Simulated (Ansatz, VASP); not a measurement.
**Te2Mo in VASP and in Ansatz**

```
CELL_PARAMETERS angstrom
6.36788 0.00000 0.00266
0.00000 3.46759 0.00000
-0.07070 0.00000 36.17176
ATOMIC_POSITIONS crystal
Te 0.07758 0.75000 0.44280
Te 0.92242 0.25000 0.55720
Te 0.56971 0.25000 0.45911
Te 0.43029 0.75000 0.54089
Mo 0.81932 0.75000 0.50270
Mo 0.18068 0.25000 0.49730
```

Alike in both runs: functional PBE; k mesh 6 × 10 × 1; occupations gaussian, width 0.1 eV; no spin polarisation.

Ansatz relaxed the structure, and its values are those at the end. VASP's run is a single point on that final structure, the one shown.

|  | VASP | Ansatz |
| --- | --- | --- |
| version | VASP 6.6.1 | Ansatz 0.2.0 |
| potentials or method | VASP PAW PBE potentials, release 64 (Te, Mo_sv), cutoff 520 eV | scalar-relativistic, plane waves, PAW |
| valence electrons in the cell | 52 | 92 |

Ansatz gave:

| Property | Result |
| --- | --- |
| gap on the k mesh at the Fermi level (eV) | none |
| rms of the force components (eV/Å) | 0.001 |

Task: Which values does VASP return?

Result: gap on the k mesh at the Fermi level (eV): none; rms of the force components (eV/Å): 0.006.

A gap of «none» marks a metal or a gap that the smearing closes. The functional is the same, so the differences come from potentials, cutoffs and numerics. VASP's potentials hold 52 valence electrons a cell and Ansatz's 92, so a difference there can come from the potentials and not from the codes. Ansatz's warnings: xc potential rough in thin density.

Neither program's run includes spin-orbit coupling.
